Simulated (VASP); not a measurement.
Set up this calculation in VASP 6.6.1, as the native input.

| Item | Value |
| --- | --- |
| Task | relaxation of cell and atoms |
| Functional | PBE |
| Potentials or basis | VASP PAW PBE potentials, release 64 (Zn, Se) |
| Cutoff | 600 eV |
| k mesh | 14 × 14 × 14 |
| Occupations | fermi-dirac, width 0.05 eV |
| Spin | no spin polarisation |
| Target pressure | 6.1 GPa |
| Dipole correction | no |
| Further INCAR settings | ALGO = Normal; EDIFF = 1e-07; IBRION = 2; EDIFFG = -0.005; NSW = 60; ISIF = 3 |

The structure of ZnSe (rocksalt type) lies in POSCAR:

```
ZnSe
1.0
    0.0000000000      2.6193686313      2.6193686313
    2.6193686313      0.0000000000      2.6193686313
    2.6193686313      2.6193686313      0.0000000000
Zn Se
1 1
Direct
    0.0000000000      0.0000000000      0.0000000000
    0.5000000000      0.5000000000      0.5000000000
```

These files were run (other wordings do the same):

INCAR

```
PREC = Accurate
ENCUT = 600
EDIFF = 1E-7
ISMEAR = -1
SIGMA = 0.05
LREAL = False
LASPH = True
NELM = 80
ALGO = Normal
ISIF = 3
LWAVE = False
LCHARG = False
GGA = PE
IBRION = 2
NSW = 60
EDIFFG = -0.005
PSTRESS = 61.0
```

KPOINTS

```
regular mesh
0
Gamma
  14 14 14
```

Potentials or basis: VASP PAW PBE potentials, release 64 (Zn, Se).

Run with:

```console
$ cat potpaw_PBE.64/Zn/POTCAR potpaw_PBE.64/Se/POTCAR > POTCAR
$ mpirun -np 1 vasp_std > vasp.out
```

Results of the run:

The relaxed volume is 18.02 Å³/atom. The relaxed cell is a = 3.707 Å, b = 3.707 Å, c = 3.707 Å, α = 60.00°, β = 60.00°, γ = 60.00°. The space group after relaxing (to 0.1 Å) is Fm-3m (No. 225) and the energy change on relaxing (the run minimises the enthalpy) is -1.7 meV/atom. The ionic steps are 3 and the pressure after relaxing is 6.1 GPa. The band gap on the k mesh is zero (bands 9 and 10 overlap by 1.09 eV).

Caveat: the cell is relaxed towards a set pressure, so the run minimises the enthalpy, not the energy.

Wall time 100 s on 1 thread of Intel(R) Xeon(R) Platinum 8488C (Sapphire Rapids), with other jobs on the host, peak memory 0.22 GiB.
